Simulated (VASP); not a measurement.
# Hf in VASP: single point with PBE+D3(BJ)

Aim: the single point of Hf with PBE+D3(BJ).

Program: VASP 6.6.1. These are calculated values, not measurements. Logs are shortened: lines on timing, memory, paths and dates and some standing lists are left out, and cuts for length are marked.

## Step 1: The cell of the first run

The cell holds a slab with vacuum, 12 atoms: a = 6.070 Å, b = 6.070 Å, c = 22.956 Å, α = 90.00°, β = 90.00°, γ = 109.47°.

## Step 2: Single point, PBE+D3(BJ)

INCAR reads:

```
SYSTEM = Hf
PREC = Accurate
ENCUT = 520
EDIFF = 1E-6
ISMEAR = 0
SIGMA = 0.1
LREAL = .False.
LASPH = .True.
NELM = 100
ALGO = Normal
ISIF = 2
LWAVE = .False.
LCHARG = .True.
LDIPOL = .True.
IDIPOL = 3
DIPOL = 0.5 0.5 0.453
GGA = PE
IVDW = 12
LELF = .True.
LVHAR = .True.
LVACPOTAV = .True.
NBANDS = 72
```

KPOINTS reads:

```
regular mesh
0
Gamma
  3 3 1
  0 0 0
```

POSCAR reads:

```
Hf
1.0
    6.0703438127      0.0000000000      0.0000000000
   -2.0234479376      5.7231750321      0.0000000000
    0.0000000000      0.0000000000     22.9564149681
Hf
12
Direct
    0.2500000000      0.2500000000      0.3484864693
    0.2500000000      0.7500000000      0.3484864693
    0.7500000000      0.2500000000      0.3484864693
    0.7500000000      0.7500000000      0.3484864693
    0.4432579269      0.5662810612      0.4496961071
    0.4468424270      0.0746042497      0.4472637049
   -0.0636447993      0.5473969486      0.4509787903
   -0.0614696232      0.0473584295      0.4501001472
    0.7301565535      0.7432450972      0.5608316133
    0.6909662119      0.2310600456      0.5671797479
    0.2543833010      0.8032015700      0.5520792297
    0.2038271711      0.2834235688      0.5593839546
```

Potentials or basis: VASP PAW PBE potentials, release 64 (Hf_pv).

On the command line:

```
> cat potpaw_PBE.64/Hf_pv/POTCAR > POTCAR
> mpirun -np 1 vasp_std > vasp.out
```

OUTCAR:

```text
SYSTEM = Hf
   PREC = Accurate
   ENCUT = 520
   EDIFF = 1E-6
   ISMEAR = 0
   LREAL = .False.
   LASPH = .True.
   NELM = 100
   ISIF = 2
   GGA = PE
   IVDW = 12
 IVDW          = 12

 ion  position               nearest neighbor table
   1  0.250  0.250  0.348-   6 2.92   5 2.99   8 3.00   2 3.04   2 3.04   3 3.04   3 3.04   4 3.50
                             4 3.50   7 3.84
   2  0.250  0.750  0.348-   6 2.98   5 2.98   7 3.02   1 3.04   1 3.04   4 3.04   4 3.04   3 3.50
                             3 3.50   8 3.81
   3  0.750  0.250  0.348-   6 2.89   7 2.95   8 3.03   4 3.04   4 3.04   1 3.04   1 3.04   2 3.50
                             2 3.50   5 3.86
   4  0.750  0.750  0.348-   8 2.94   5 2.95   3 3.04   3 3.04   2 3.04   2 3.04   7 3.04   1 3.50
                             1 3.50   6 3.85
   5  0.443  0.566  0.450-   4 2.95   2 2.98   6 2.99   1 2.99   7 3.03   7 3.04   9 3.07   6 3.08
                            12 3.12  11 3.16   8 3.42   8 3.59   3 3.86
   6  0.447  0.075  0.447-   3 2.89   1 2.92  11 2.93   2 2.98   5 2.99   8 3.04   8 3.04   5 3.08
                            10 3.12   7 3.37  12 3.41   7 3.64   4 3.85
   7  0.936  0.547  0.451-   3 2.95   2 3.02   8 3.03   5 3.03   8 3.04   5 3.04   4 3.04  11 3.09
                             9 3.21  10 3.33   6 3.37  12 3.62   6 3.64   1 3.84
   8  0.939  0.047  0.450-   4 2.94   1 3.00   7 3.03   3 3.03   6 3.04   7 3.04   6 3.04  12 3.07
                             9 3.15   5 3.42  10 3.44   5 3.59  11 3.64   2 3.81
   9  0.730  0.743  0.561-  11 3.04  10 3.04  10 3.05   5 3.07  11 3.09   8 3.15   7 3.21  12 3.47
                            12 3.57
  10  0.691  0.231  0.567-  12 3.03   9 3.04  11 3.05   9 3.05  12 3.08   6 3.12   7 3.33   8 3.44

  11  0.254  0.803  0.552-   6 2.93   9 3.04  12 3.04  10 3.05  12 3.07   7 3.09   9 3.09   5 3.16
                             8 3.64
  12  0.204  0.283  0.559-  10 3.03  11 3.04   8 3.07  11 3.07  10 3.08   5 3.12   6 3.41   9 3.47
                             9 3.57   7 3.62

  LATTYP: Found a base centered orthorhombic cell.
 ALAT       =     7.0094292686
 B/A-ratio  =     1.4142135624
 C/A-ratio  =     3.2750761993

  Lattice vectors:

 A1 = (   6.0703438127,   0.0000000000,   0.0000000000)
 A2 = (  -2.0234479376,   5.7231750321,   0.0000000000)
 A3 = (   0.0000000000,   0.0000000000,  22.9564149681)

Analysis of symmetry for initial positions (statically):
=====================================================================
 Subroutine PRICEL returns:
 Original cell was already a primitive cell.

 Routine SETGRP: Setting up the symmetry group for a
 base centered orthorhombic supercell.

 Subroutine GETGRP returns: Found  1 space group operations
 (whereof  1 operations were pure point group operations)
 out of a pool of  8 trial point group operations.

The static configuration has the point symmetry C_1 .

Analysis of symmetry for dynamics (positions and initial velocities):
=====================================================================
 Subroutine PRICEL returns:
 Original cell was already a primitive cell.

 Routine SETGRP: Setting up the symmetry group for a
 base centered orthorhombic supercell.

 Subroutine GETGRP returns: Found  1 space group operations
 (whereof  1 operations were pure point group operations)
 out of a pool of  8 trial point group operations.

The dynamic configuration has the point symmetry C_1 .

 Subroutine INISYM returns: Found  1 space group operations
 (whereof  1 operations are pure point group operations),
 and found     1 'primitive' translations

----------------------------------------------------------------------------------------

                                     Primitive cell

  volume of cell :     797.5435

  direct lattice vectors                    reciprocal lattice vectors
     6.070343813  0.000000000  0.000000000     0.164735315  0.058242729  0.000000000
    -2.023447938  5.723175032  0.000000000     0.000000000  0.174728187  0.000000000
     0.000000000  0.000000000 22.956414968     0.000000000  0.000000000  0.043560809

  length of vectors
     6.070343813  6.070343813 22.956414968     0.174728187  0.174728187  0.043560809

  position of ions in fractional coordinates (direct lattice)
     0.250000000  0.250000000  0.348486469
     0.250000000  0.750000000  0.348486469
     0.750000000  0.250000000  0.348486469
     0.750000000  0.750000000  0.348486469
     0.443257927  0.566281061  0.449696107
     0.446842427  0.074604250  0.447263705
[... 29 lines left out ...]

 Generating k-lattice:

  Cartesian coordinates                     Fractional coordinates (reciprocal lattice)
     0.054911772  0.019414243  0.000000000     0.333333333  0.000000000  0.000000000
     0.000000000  0.058242729  0.000000000     0.000000000  0.333333333  0.000000000
     0.000000000  0.000000000  0.043560809     0.000000000  0.000000000  1.000000000

  Length of vectors
     0.058242729  0.058242729  0.043560809

  Shift w.r.t. Gamma in fractional coordinates (k-lattice)
     0.000000000  0.000000000  0.000000000

 Subroutine IBZKPT returns following result:
 ===========================================

 Found      5 irreducible k-points:

 Following reciprocal coordinates:
            Coordinates               Weight
  0.000000  0.000000  0.000000      1.000000
  0.333333 -0.000000  0.000000      2.000000
  0.000000  0.333333  0.000000      2.000000
  0.333333  0.333333  0.000000      2.000000
 -0.333333  0.333333  0.000000      2.000000
   k-points           NKPTS =      5   k-points in BZ     NKDIM =      5   number of bands    NBANDS=     72
   number of dos      NEDOS =    301   number of ions     NIONS =     12
   total plane-waves  NPLWV = 414720
   dimension x,y,z NGX =    48 NGY =   48 NGZ =  180
   dimension x,y,z NGXF=    96 NGYF=   96 NGZF=  360
   ions per type =              12
   NGX,Y,Z   is equivalent  to a cutoff of  13.15, 13.15, 13.04 a.u.
   NGXF,Y,Z  is equivalent  to a cutoff of  26.29, 26.29, 26.07 a.u.
 SYSTEM =  Hf
   PREC   = accura    normal or accurate (medium, high low for compatibility)
   ISTART =      0    job   : 0-new  1-cont  2-samecut
   ICHARG =      2    charge: 1-file 2-atom 10-const
   ISPIN  =      1    spin polarized calculation?
   LNONCOLLINEAR =      F non collinear calculations
   LSORBIT =      F    spin-orbit coupling
   LASPH  =      T    aspherical Exc in radial PAW
   ENCUT  =  520.0 eV  38.22 Ry    6.18 a.u.  11.29 11.29 42.68*2*pi/ulx,y,z
   NELM   =    100;   NELMIN=  2; NELMDL= -5     # of ELM steps
   EDIFF  = 0.1E-05   stopping-criterion for ELM
   LREAL  =      F    real-space projection
[... 7 lines left out ...]
   TEBEG  =    0.0;   TEEND  =   0.0 temperature during run
   PSTRESS=    0.0 pullay stress
   NELECT =     120.0000    total number of electrons
   NUPDOWN=      -1.0000    fix difference up-down
   EMIN   =  10.00;   EMAX   =-10.00  energy-range for DOS
   EFERMI =   0.00;   METHOD = LEGACY
   ISMEAR =     0;   SIGMA  =   0.10  broadening in eV -4-tet -1-fermi 0-gaus
   EFERMI_NEDOS =   21; number of points for ismear=-14 and -15
   IALGO  =     38    algorithm
   IMIX   =      4    mixing-type and parameters
     AMIX     =   0.40;   BMIX     =  1.00
     AMIX_MAG =   1.60;   BMIX_MAG =  1.00
  volume/ion in A,a.u.               =      66.46       448.51
  Fermi-wavevector in a.u.,A,eV,Ry     =   0.870731  1.645442 10.315552  0.758172
  Thomas-Fermi vector in A             =   1.989738
   LORBIT       =      0    0 simple, 1 ext, 2 COOP (PROOUT), +10 PAW based schemes
   GGA     = PE    functional components
   LHFCALC =     F    Hartree Fock is set to
   AEXX    =    0.0000 exact exchange contribution
   IVDW    =    12    specifies the selected vdW correction
   LEPSILON=     F    determine dielectric tensor
   LRPA    =     F    only Hartree local field effects (RPA)
 non-spin polarized calculation
 Gauss-broadening in eV      SIGMA  =   0.10
  energy-cutoff  :      520.00
  volume of cell :      797.54
 maximum number of plane-waves:     21491
 NGX is ok and might be reduce to    48
   NGX = 23   NGY = 23   NGZ = 85

 dipolmoment           0.000000      0.000000      0.007481 electrons x Angstroem

 number of electron     119.9999997 magnetization

 dipolmoment           0.000000      0.000000     -0.037613 electrons x Angstroem

 Free energy of the ion-electron system (eV)
  ---------------------------------------------------
  ext. energy  EPLUGINS =         0.00000000
  ---------------------------------------------------
  free energy    TOTEN  =      -110.36249719 eV

  energy without entropy =     -110.26420871  energy(sigma->0) =     -110.31335295

 E-fermi :  -1.0733     XC(G=0):  -4.6150

 val. band max:       -1.0813186369   @ k =   0.0000   0.0000   0.0000
 cond. band min:      -1.0428022520   @ k =  -0.3333   0.3333   0.0000
 fundamental gap:      0.0385163848
 Fermi energy:        -1.0733177432

 k-point     1 :       0.0000    0.0000    0.0000
  band No.  band energies     occupation
      1     -32.0908      2.00000
      2     -32.0818      2.00000
      3     -32.0199      2.00000
      4     -31.9909      2.00000
      5     -31.9762      2.00000
      6     -31.9471      2.00000
[... 364 lines left out ...]
     71       0.1848      0.00000
     72       0.3487      0.00000

------------------------ aborting loop because EDIFF is reached ----------------------------------------

 Edisp (eV)   -3.62730

 E8    (eV) :    -2.0276

  FORCE on cell =-STRESS in cart. coord.  units (eV):
  Direction    XX          YY          ZZ          XY          YZ          ZX
  --------------------------------------------------------------------------------------
  -------------------------------------------------------------------------------------
  Total      -3.51236    -5.70931    -3.20952    -3.27949    -0.56822     0.52144
  in kB      -7.05594   -11.46939    -6.44757    -6.58814    -1.14150     1.04752
  external pressure =       -8.32 kB  Pullay stress =        0.00 kB

 VOLUME and BASIS-vectors are now :
 -----------------------------------------------------------------------------
  energy-cutoff  :      520.00
  volume of cell :      797.54
      direct lattice vectors                 reciprocal lattice vectors
     6.070343813  0.000000000  0.000000000     0.164735315  0.058242729  0.000000000
    -2.023447938  5.723175032  0.000000000     0.000000000  0.174728187  0.000000000
     0.000000000  0.000000000 22.956414968     0.000000000  0.000000000  0.043560809

 POSITION                                       TOTAL-FORCE (eV/Angst)
 -----------------------------------------------------------------------------------
      1.01172      1.43079      8.00000        -0.296075      0.122563     -0.060845
     -0.00000      4.29238      8.00000        -0.207849     -0.028312      0.013576
      4.04690      1.43079      8.00000         0.275380      0.095675     -0.059012
      3.03517      4.29238      8.00000         0.177160     -0.065066      0.090056
      1.54489      3.24093     10.32341        -0.073459     -0.010709      0.155381
      2.56153      0.42697     10.26757        -0.062470     -0.159612      0.285045
      4.57637      3.13285     10.35286         0.042772      0.081943      0.454046
      5.60137      0.27104     10.33269        -0.023596      0.066470      0.338661
      2.92838      4.25372     12.87468        -0.059603      0.189729     -0.370586
      3.72686      1.32240     13.02041        -0.095536     -0.217637     -0.369548
     -0.08104      4.59686     12.67376         0.038097     -0.015128      0.042545
      0.66381      1.62208     12.84145         0.285180     -0.059916     -0.519319
 -----------------------------------------------------------------------------------
    total drift:                                0.000147      0.000428     -0.009569

  FREE ENERGIE OF THE ION-ELECTRON SYSTEM (eV)
  ---------------------------------------------------
  free  energy   TOTEN  =      -113.9897940929 eV

  energy  without entropy=     -113.8915056100  energy(sigma->0) =     -113.94064985

 vacuum level on the upper side and lower side of the slab         2.994         3.191
```

It took 37 min on 1 thread of Intel Xeon 8259CL, shared host; peak memory 0.9 GiB.

Results:

- Free energy: -113.9898 eV
- Largest force: 0.595 eV/Å
- Band gap on the k mesh: zero (bands 60 and 61 overlap by 0.23 eV)
- Dispersion energy per atom: -0.302 eV

Forces in eV/Å, atoms in the order of the input:
```
Hf  -0.296  0.123 -0.061
Hf  -0.208 -0.028  0.014
Hf   0.275  0.096 -0.059
Hf   0.177 -0.065  0.090
Hf  -0.073 -0.011  0.155
Hf  -0.062 -0.160  0.285
Hf   0.043  0.082  0.454
Hf  -0.024  0.066  0.339
Hf  -0.060  0.190 -0.371
Hf  -0.096 -0.218 -0.370
Hf   0.038 -0.015  0.043
Hf   0.285 -0.060 -0.519
```

Caveat: the k points lie up to 0.37 Å⁻¹ apart; spin-orbit coupling is left out, which moves the levels of the heavy elements.

The gap in the log of VASP goes by the Fermi energy; the results here count the filled bands.